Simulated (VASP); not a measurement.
# SnO2 (P4_2/mnm) in VASP: single point with PBE

Aim: the single point of SnO2 with PBE.

All numbers are computed with VASP 6.6.1; they aren't measurements. Logs are shortened: lines on timing, memory, paths and dates and some standing lists are left out, and cuts for length are marked.

### Step 1. The cell of the first run

The structure is tetragonal, space group P4_2/mnm (No. 136). Conventional cell: a = 4.827 Å, b = 4.827 Å, c = 3.238 Å, α = 90.00°, β = 90.00°, γ = 90.00°. Within 2.8 Å of Sn (site symmetry mmm) lie 6 O at 2.09 Å. O (site symmetry m2m) has 3 Sn at 2.09 Å and 1 O at 2.64 Å within 2.8 Å.

### Step 2. Single point, PBE

File INCAR:

```
SYSTEM = SnO2
  PREC = Accurate
  ENCUT = 520
  EDIFF = 1E-6
  ISMEAR = 0
  SIGMA = 0.02
  LREAL = Auto
  LASPH = .TRUE.
  NELM = 60
  ALGO = Normal
  ISIF = 2
  LWAVE = .FALSE.
  LCHARG = .TRUE.
  GGA = PE
  LELF = .TRUE.
  LVHAR = .TRUE.
  NBANDS = 122
```

File KPOINTS:

```
regular mesh
0
G
  3 3 3
  0 0 0
```

File POSCAR:

```
SnO2
1.0
   -4.8271903401      4.8271903401      0.0000000000
   -4.8271903401     -4.8271903401      0.0000000000
    4.8271903401      0.0000000000      6.4763045079
Sn O
8 16
Direct
    0.6250000000      0.1250000000      0.2500000000
    0.8750000000      0.3750000000      0.7500000000
    0.1250000000      0.6250000000      0.2500000000
    0.3750000000      0.8750000000      0.7500000000
    0.0000000000      1.0000000000      0.0000000000
    0.2500000000      0.2500000000      0.5000000000
    0.5000000000      0.5000000000      0.0000000000
    0.7500000000      0.7500000000      0.5000000000
    0.9315765235      0.1250000000      0.2500000000
    0.1815765235      0.3750000000      0.7500000000
    0.4315765235      0.6250000000      0.2500000000
    0.6815765235      0.8750000000      0.7500000000
    0.3184234765      0.1250000000      0.2500000000
    0.5684234765      0.3750000000      0.7500000000
    0.8184234765      0.6250000000      0.2500000000
    0.0684234765      0.8750000000      0.7500000000
    0.5000000000      0.1934234765      0.0000000000
    0.7500000000      0.4434234765      0.5000000000
    0.0000000000      0.6934234765      0.0000000000
    0.2500000000      0.9434234765      0.5000000000
    0.5000000000      0.8065765235      0.0000000000
    0.7500000000      0.0565765235      0.5000000000
    0.0000000000      0.3065765235      0.0000000000
    0.2500000000      0.5565765235      0.5000000000
```

Potentials or basis: VASP PAW PBE potentials, release 64 (Sn_d, O).

Launch:

```bash
> cat potpaw_PBE.64/Sn_d/POTCAR potpaw_PBE.64/O/POTCAR > POTCAR
> mpirun -np 1 vasp_std > vasp.out
```

OUTCAR:

```text
SYSTEM = SnO2
   PREC = Accurate
   ENCUT = 520
   EDIFF = 1E-6
   ISMEAR = 0
   LREAL = Auto
   LASPH = .TRUE.
   NELM = 60
   ISIF = 2
   GGA = PE

 ion  position               nearest neighbor table
   1  0.625  0.125  0.250-  18 2.09  21 2.09  17 2.09  22 2.09   9 2.09  13 2.09   2 3.24   4 3.24

   2  0.875  0.375  0.750-  19 2.09  22 2.09  18 2.09  23 2.09  10 2.09  14 2.09   3 3.24   1 3.24

   3  0.125  0.625  0.250-  20 2.09  23 2.09  19 2.09  24 2.09  11 2.09  15 2.09   4 3.24   2 3.24

   4  0.375  0.875  0.750-  17 2.09  24 2.09  21 2.09  20 2.09  12 2.09  16 2.09   1 3.24   3 3.24

   5  0.000  0.000  0.000-  12 2.09  13 2.09   9 2.09  16 2.09  19 2.09  23 2.09   6 3.24   8 3.24

   6  0.250  0.250  0.500-   9 2.09  14 2.09  13 2.09  10 2.09  20 2.09  24 2.09   7 3.24   5 3.24

   7  0.500  0.500  0.000-  10 2.09  15 2.09  14 2.09  11 2.09  17 2.09  21 2.09   8 3.24   6 3.24

   8  0.750  0.750  0.500-  11 2.09  16 2.09  15 2.09  12 2.09  18 2.09  22 2.09   5 3.24   7 3.24

   9  0.932  0.125  0.250-   6 2.09   5 2.09   1 2.09
  10  0.182  0.375  0.750-   7 2.09   6 2.09   2 2.09
  11  0.432  0.625  0.250-   8 2.09   7 2.09   3 2.09
  12  0.682  0.875  0.750-   5 2.09   8 2.09   4 2.09
  13  0.318  0.125  0.250-   5 2.09   6 2.09   1 2.09
  14  0.568  0.375  0.750-   6 2.09   7 2.09   2 2.09
[... 8 lines left out ...]
  23  0.000  0.307  0.000-   3 2.09   2 2.09   5 2.09
  24  0.250  0.557  0.500-   4 2.09   3 2.09   6 2.09

  LATTYP: Found a body centered tetragonal cell.
 ALAT       =     6.8266780471
 C/A-ratio  =     1.8973516733

  Lattice vectors:

 A1 = (   0.0000000000,   4.8271903401,  -6.4763045079)
 A2 = (   0.0000000000,  -4.8271903401,  -6.4763045079)
 A3 = (  -4.8271903401,   0.0000000000,   6.4763045079)

Analysis of symmetry for initial positions (statically):
=====================================================================
 Subroutine PRICEL returns following result:

  LATTYP: Found a simple tetragonal cell.
 ALAT       =     4.8271903401
 C/A-ratio  =     0.6708151172

  Lattice vectors:

 A1 = (  -4.8271903401,   0.0000000000,  -0.0000000000)
 A2 = (   0.0000000000,  -4.8271903401,   0.0000000000)
 A3 = (   0.0000000000,   0.0000000000,   3.2381522539)

   4 primitive cells build up your supercell.

 Routine SETGRP: Setting up the symmetry group for a
 body centered tetragonal supercell.

 Subroutine GETGRP returns: Found 16 space group operations
 (whereof  8 operations were pure point group operations)
 out of a pool of 16 trial point group operations.

The static configuration has the point symmetry D_2h.
 The point group associated with its full space group is D_4h.

Analysis of symmetry for dynamics (positions and initial velocities):
=====================================================================
 Subroutine PRICEL returns following result:

  LATTYP: Found a simple tetragonal cell.
 ALAT       =     4.8271903401
 C/A-ratio  =     0.6708151172

  Lattice vectors:

 A1 = (  -4.8271903401,   0.0000000000,  -0.0000000000)
 A2 = (   0.0000000000,  -4.8271903401,   0.0000000000)
 A3 = (   0.0000000000,   0.0000000000,   3.2381522539)

   4 primitive cells build up your supercell.

 Routine SETGRP: Setting up the symmetry group for a
 body centered tetragonal supercell.

 Subroutine GETGRP returns: Found 16 space group operations
 (whereof  8 operations were pure point group operations)
 out of a pool of 16 trial point group operations.

The dynamic configuration has the point symmetry D_2h.
 The point group associated with its full space group is D_4h.

 Subroutine INISYM returns: Found 16 space group operations
 (whereof  8 operations are pure point group operations),
 and found     4 'primitive' translations

----------------------------------------------------------------------------------------

                                     Primitive cell

  volume of cell :      75.4547

  direct lattice vectors                    reciprocal lattice vectors
    -4.827190340  0.000000000 -0.000000000    -0.207159844  0.000000000  0.000000000
     0.000000000 -4.827190340  0.000000000     0.000000000 -0.207159844  0.000000000
     0.000000000  0.000000000  3.238152254    -0.000000000  0.000000000  0.308818092

  length of vectors
     4.827190340  4.827190340  3.238152254     0.207159844  0.207159844  0.308818092

  position of ions in fractional coordinates (direct lattice)
     0.500000000  0.500000000  0.500000000
     0.000000000  0.000000000  0.000000000
     0.806576523  0.193423477  0.500000000
     0.193423477  0.806576523  0.500000000
     0.693423477  0.693423477  0.000000000
     0.306576523  0.306576523  0.000000000

  ion indices of the primitive-cell ions
   primitive index   ion index
                 1           1
                 2           5
                 3           9
                 4          13
                 5          17
                 6          22

----------------------------------------------------------------------------------------

 KPOINTS: regular mesh

Automatic generation of k-mesh.
 Grid dimensions read from file:
 generate k-points for:    3    3    3

 Generating k-lattice:

  Cartesian coordinates                     Fractional coordinates (reciprocal lattice)
    -0.034526641  0.034526641  0.025734841     0.333333333  0.000000000  0.000000000
    -0.034526641 -0.034526641  0.025734841     0.000000000  0.333333333  0.000000000
     0.000000000  0.000000000  0.051469682     0.000000000  0.000000000  0.333333333

  Length of vectors
     0.055194745  0.055194745  0.051469682

  Shift w.r.t. Gamma in fractional coordinates (k-lattice)
     0.000000000  0.000000000  0.000000000

 Subroutine IBZKPT returns following result:
 ===========================================

 Found      6 irreducible k-points:

 Following reciprocal coordinates:
            Coordinates               Weight
  0.000000  0.000000  0.000000      1.000000
  0.333333  0.000000  0.000000      8.000000
  0.333333  0.333333  0.000000      8.000000
 -0.333333  0.333333  0.000000      4.000000
  0.000000  0.000000  0.333333      2.000000
  0.333333  0.000000  0.333333      4.000000
   k-points           NKPTS =      6   k-points in BZ     NKDIM =      6   number of bands    NBANDS=    122
   number of dos      NEDOS =    301   number of ions     NIONS =     24
   total plane-waves  NPLWV = 174960
   dimension x,y,z NGX =    54 NGY =   54 NGZ =   60
   dimension x,y,z NGXF=   108 NGYF=  108 NGZF=  120
   ions per type =               8  16
   NGX,Y,Z   is equivalent  to a cutoff of  13.15, 13.15, 12.35 a.u.
   NGXF,Y,Z  is equivalent  to a cutoff of  26.30, 26.30, 24.70 a.u.
 SYSTEM =  SnO2
   PREC   = accura    normal or accurate (medium, high low for compatibility)
   ISTART =      0    job   : 0-new  1-cont  2-samecut
   ICHARG =      2    charge: 1-file 2-atom 10-const
   ISPIN  =      1    spin polarized calculation?
   LNONCOLLINEAR =      F non collinear calculations
   LSORBIT =      F    spin-orbit coupling
   LASPH  =      T    aspherical Exc in radial PAW
   ENCUT  =  520.0 eV  38.22 Ry    6.18 a.u.  12.69 12.69 15.02*2*pi/ulx,y,z
   NELM   =     60;   NELMIN=  2; NELMDL= -5     # of ELM steps
   EDIFF  = 0.1E-05   stopping-criterion for ELM
   LREAL  =      T    real-space projection
   EDIFFG = 0.1E-04   stopping-criterion for IOM
   NSW    =      0    number of steps for IOM
   IBRION =     -1    ionic relax: 0-MD 1-quasi-New 2-CG
   NFREE  =      0    steps in history (QN), initial steepest desc. (CG)
   ISIF   =      2    stress and relaxation
   ISYM   =      2    0-nonsym 1-usesym 2-fastsym
   POTIM  = 0.5000    time-step for ionic-motion
   TEBEG  =    0.0;   TEEND  =   0.0 temperature during run
   PSTRESS=    0.0 pullay stress
   NELECT =     208.0000    total number of electrons
   NUPDOWN=      -1.0000    fix difference up-down
   EMIN   =  10.00;   EMAX   =-10.00  energy-range for DOS
   EFERMI =   0.00;   METHOD = LEGACY
   ISMEAR =     0;   SIGMA  =   0.02  broadening in eV -4-tet -1-fermi 0-gaus
   EFERMI_NEDOS =   21; number of points for ismear=-14 and -15
   IALGO  =     38    algorithm
   IMIX   =      4    mixing-type and parameters
     AMIX     =   0.40;   BMIX     =  1.00
     AMIX_MAG =   1.60;   BMIX_MAG =  1.00
  volume/ion in A,a.u.               =      12.58        84.87
  Fermi-wavevector in a.u.,A,eV,Ry     =   1.446041  2.732621 28.450248  2.091034
  Thomas-Fermi vector in A             =   2.564154
   LORBIT       =      0    0 simple, 1 ext, 2 COOP (PROOUT), +10 PAW based schemes
   GGA     = PE    functional components
   LHFCALC =     F    Hartree Fock is set to
   AEXX    =    0.0000 exact exchange contribution
   IVDW    =     0    specifies the selected vdW correction
   LEPSILON=     F    determine dielectric tensor
   LRPA    =     F    only Hartree local field effects (RPA)
 non-spin polarized calculation
 Gauss-broadening in eV      SIGMA  =   0.02
  energy-cutoff  :      520.00
  volume of cell :      301.82
 maximum number of plane-waves:      8153
 NGX is ok and might be reduce to    54
   NGX = 25   NGY = 25   NGZ = 31

 number of electron     208.0000041 magnetization

 Free energy of the ion-electron system (eV)
  ---------------------------------------------------
  ext. energy  EPLUGINS =         0.00000000
  ---------------------------------------------------
  free energy    TOTEN  =      -149.26233794 eV

  energy without entropy =     -149.26233794  energy(sigma->0) =     -149.26233794

 E-fermi :   5.6215     XC(G=0): -10.9764

 val. band max:        5.5329209240   @ k =   0.0000   0.0000   0.0000
 cond. band min:       6.2017988508   @ k =   0.0000   0.0000   0.0000
 fundamental gap:      0.6688779268
 Fermi energy:         5.6214690114

 k-point     1 :       0.0000    0.0000    0.0000
  band No.  band energies     occupation
      1     -15.5035      2.00000
      2     -15.2875      2.00000
      3     -15.2875      2.00000
      4     -15.0554      2.00000
      5     -15.0554      2.00000
      6     -15.0553      2.00000
[... 108 lines left out ...]
    115      13.9456      0.00000
    116      13.9456      0.00000

 k-point     2 :       0.3333    0.0000    0.0000
  band No.  band energies     occupation
      1     -15.4098      2.00000
      2     -15.3819      2.00000
      3     -15.3011      2.00000
      4     -15.2537      2.00000
      5     -15.2258      2.00000
      6     -15.1542      2.00000
[... 108 lines left out ...]
    115      13.2823      0.00000
    116      13.3088      0.00000

 k-point     3 :       0.3333    0.3333    0.0000
  band No.  band energies     occupation
      1     -15.3839      2.00000
      2     -15.3839      2.00000
      3     -15.3206      2.00000
      4     -15.2835      2.00000
      5     -15.2776      2.00000
      6     -15.1934      2.00000
[... 108 lines left out ...]
    115      13.0019      0.00000
    116      13.0735      0.00000

 k-point     4 :      -0.3333    0.3333    0.0000
  band No.  band energies     occupation
      1     -15.4130      2.00000
      2     -15.4130      2.00000
      3     -15.3582      2.00000
      4     -15.1978      2.00000
      5     -15.1978      2.00000
      6     -15.1978      2.00000
[... 108 lines left out ...]
    115      13.5197      0.00000
    116      13.5198      0.00000

 k-point     5 :       0.0000    0.0000    0.3333
  band No.  band energies     occupation
      1     -15.3912      2.00000
      2     -15.2611      2.00000
      3     -15.2610      2.00000
      4     -15.2343      2.00000
      5     -15.2342      2.00000
      6     -15.1473      2.00000
[... 108 lines left out ...]
    115      12.8826      0.00000
    116      12.8826      0.00000

 k-point     6 :       0.3333    0.0000    0.3333
  band No.  band energies     occupation
      1     -15.4161      2.00000
      2     -15.3157      2.00000
      3     -15.2952      2.00000
      4     -15.2709      2.00000
      5     -15.2709      2.00000
      6     -15.1491      2.00000
[... 108 lines left out ...]
    115      13.4862      0.00000
    116      13.6557      0.00000
 [bands above 116 left out]

------------------------ aborting loop because EDIFF is reached ----------------------------------------

  FORCE on cell =-STRESS in cart. coord.  units (eV):
  Direction    XX          YY          ZZ          XY          YZ          ZX
  --------------------------------------------------------------------------------------
  -------------------------------------------------------------------------------------
  Total        0.9531603      0.9531603      1.3856780      0.0000000      0.0000000      0.0000000
  in kB        5.0597658      5.0597658      7.3557472      0.0000000      0.0000000      0.0000000
  external PRESSURE =       5.8250929 kB  Pullay stress =       0.0000000 kB

 VOLUME and BASIS-vectors are now :
 -----------------------------------------------------------------------------
  energy-cutoff  :      520.00
  volume of cell :      301.82
      direct lattice vectors                 reciprocal lattice vectors
    -4.827190340  4.827190340  0.000000000    -0.103579922  0.103579922  0.077204523
    -4.827190340 -4.827190340  0.000000000    -0.103579922 -0.103579922  0.077204523
     4.827190340  0.000000000  6.476304508     0.000000000  0.000000000  0.154409046

 POSITION                                       TOTAL-FORCE (eV/Angst)
 -----------------------------------------------------------------------------------
     -2.41360      2.41360      1.61908        -0.000000     -0.000000     -0.000000
     -2.41360      2.41360      4.85723        -0.000000     -0.000000     -0.000000
     -2.41360     -2.41360      1.61908        -0.000000     -0.000000     -0.000000
     -2.41360     -2.41360      4.85723        -0.000000     -0.000000     -0.000000
      0.00000      0.00000      0.00000        -0.000000     -0.000000     -0.000000
      0.00000      0.00000      3.23815        -0.000000     -0.000000     -0.000000
[... 16 lines left out ...]
     -1.47990     -1.47990      0.00000         0.012128      0.012128     -0.000000
     -1.47990     -1.47990      3.23815         0.012128      0.012128     -0.000000
 -----------------------------------------------------------------------------------
    total drift:                                0.000000     -0.000000     -0.000000

  FREE ENERGIE OF THE ION-ELECTRON SYSTEM (eV)
  ---------------------------------------------------
  free  energy   TOTEN  =      -149.2623379351 eV

  energy  without entropy=     -149.2623379351  energy(sigma->0) =     -149.26233794
```

It used 960 s of CPU time on 1 thread of AMD EPYC 7R13 Processor (Zen 3), with other jobs on the host.

What came out:

```yaml
Free_energy: -149.2623 eV
Pressure: 0.6 GPa
Largest_force: 0.017 eV/Å
Band_gap_on_the_k_mesh: 0.67 eV
```

Forces on the atoms (eV/Å):
```
Sn   0.000  0.000  0.000
Sn   0.000  0.000  0.000
Sn   0.000  0.000  0.000
Sn   0.000  0.000  0.000
Sn   0.000  0.000  0.000
Sn   0.000  0.000  0.000
Sn   0.000  0.000  0.000
Sn   0.000  0.000  0.000
O    0.012 -0.012  0.000
O    0.012 -0.012  0.000
O    0.012 -0.012  0.000
O    0.012 -0.012  0.000
O   -0.012  0.012  0.000
O   -0.012  0.012  0.000
O   -0.012  0.012  0.000
O   -0.012  0.012  0.000
O   -0.012 -0.012  0.000
O   -0.012 -0.012  0.000
O   -0.012 -0.012  0.000
O   -0.012 -0.012  0.000
O    0.012  0.012  0.000
O    0.012  0.012  0.000
O    0.012  0.012  0.000
O    0.012  0.012  0.000
```

Stress tensor (GPa, compression positive):
```
0.51 0.00 0.00
0.00 0.51 0.00
0.00 0.00 0.74
```

Levels at points of the mesh, in eV from the valence-band top:
```tsv
k point	band 101	band 102	band 103	band 104	band 105	band 106	band 107	band 108
(0.00, 0.00, 0.00)	-0.82	-0.74	-0.74	0.00	0.67	4.57	4.57	4.57
```

Caveat: spin-orbit coupling is left out, which moves the levels of the heavy elements.
